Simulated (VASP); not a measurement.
Wanted: the native input for a VASP 6.6.1 run.

```
Task                   : electric field gradients
Functional             : PBE
Potentials or basis    : VASP PAW PBE potentials, release 64 (Ni)
Cutoff                 : 520 eV
k mesh                 : 22 × 22 × 22
Occupations            : gaussian, width 0.05 eV
Spin                   : collinear spin, ferromagnetic start
Starting moments       : [0.76] μB
Dipole correction      : no
Further INCAR settings : ALGO = Normal; EDIFF = 1e-08; NBANDS = 15
```

The structure of Ni lies in POSCAR:

```
Ni
1.0
    0.0000000000      1.7619350000      1.7619350000
    1.7619350000      0.0000000000      1.7619350000
    1.7619350000      1.7619350000      0.0000000000
Ni
1
Direct
    0.0000000000      0.0000000000      0.0000000000
```

The input as run:

INCAR

```
SYSTEM = Ni
PREC     = Accurate       ! precision mode
ENCUT    = 520            ! plane-wave cutoff, eV
EDIFF    = 1E-8           ! SCF threshold, eV
ISMEAR   = 0              ! smearing method
SIGMA    = 0.05           ! smearing width, eV
LREAL    = .FALSE.        ! projectors in reciprocal space
LASPH    = .TRUE.         ! aspherical terms in the spheres
NELM     = 150            ! most SCF steps
ALGO     = Normal         ! electronic algorithm
ISIF     = 2              ! what is computed and relaxed
LWAVE    = .FALSE.        ! write WAVECAR
LCHARG   = .FALSE.        ! write CHGCAR
ISPIN    = 2              ! spin polarisation
MAGMOM   = 0.76           ! initial moments
LORBIT   = 11             ! projections on sites
LMAXMIX  = 4              ! l up to which the mixer works
GGA      = PE             ! functional
LEFG     = .TRUE.       
NBANDS   = 15             ! bands
```

KPOINTS

```
Automatic mesh
0
G
  22 22 22
  0 0 0
```

Potentials or basis: VASP PAW PBE potentials, release 64 (Ni).

Command:

```console
$ cat potpaw_PBE.64/Ni/POTCAR > POTCAR
$ mpirun -np 1 vasp_std > vasp.out
```

It gave:

```yaml
Pressure: -0.9 GPa
Net_moment: 0.65 μB per cell
Site_moments: Ni +0.66 μB
Largest_electric_field_gradient_by_atom: zero within the noise of the run
Valence_electrons_inside_the_program's_atomic_spheres: Ni 9.30
```

Wall time 65 s on 1 thread of Intel(R) Xeon(R) 6975P-C (Granite Rapids) (shared host), peak memory 0.19 GiB.
